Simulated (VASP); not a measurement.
Wanted: the native input for a VASP 6.6.1 run.

```
Task                   : single point
Functional             : PBE
Potentials or basis    : VASP PAW PBE potentials, release 64 (Ga_d, N)
Cutoff                 : 520 eV
k mesh                 : 11 × 11 × 6
Occupations            : fermi-dirac, width 0.02 eV
Spin                   : no spin polarisation
Dipole correction      : no
Further INCAR settings : ALGO = Normal; EDIFF = 1e-06; NBANDS = 26
```

The structure of GaN lies in POSCAR:

```
GaN
1.0
    3.1370217585      0.0000000000      0.0000000000
   -1.5685108793      2.7167405351      0.0000000000
    0.0000000000      0.0000000000      5.0961806304
Ga N
2 2
Direct
    0.3333333333      0.6666666667      0.0039408788
    0.6666666667      0.3333333333      0.5039408788
    0.3333333333      0.6666666667      0.3810591212
    0.6666666667      0.3333333333      0.8810591212
```

This cell differs from its parent crystal: volume scaled by 0.96, then relaxed in part.

These files were run (other wordings do the same):

INCAR

```
SYSTEM = GaN
PREC = Accurate
ENCUT = 520
EDIFF = 1E-6
ISMEAR = -1
SIGMA = 0.02
LREAL = .False.
LASPH = .True.
NELM = 80
ALGO = Normal
ISIF = 2
LWAVE = .False.
LCHARG = .False.
GGA = PE
NBANDS = 26
```

KPOINTS

```
regular mesh
0
Gamma
  11 11 6
  0 0 0
```

Potentials or basis: VASP PAW PBE potentials, release 64 (Ga_d, N).

Command:

```sh
$ cat potpaw_PBE.64/Ga_d/POTCAR potpaw_PBE.64/N/POTCAR > POTCAR
$ mpirun -np 1 vasp_std > vasp.out
```

It gave:

```yaml
Pressure: 16.4 GPa
Largest_force: 0.004 eV/Å
Band_gap_on_the_k_mesh: 2.26 eV, direct
```

It took 34 s on 1 thread of Intel(R) Xeon(R) 6975P-C (Granite Rapids), on a shared host, peak memory 0.19 GiB.
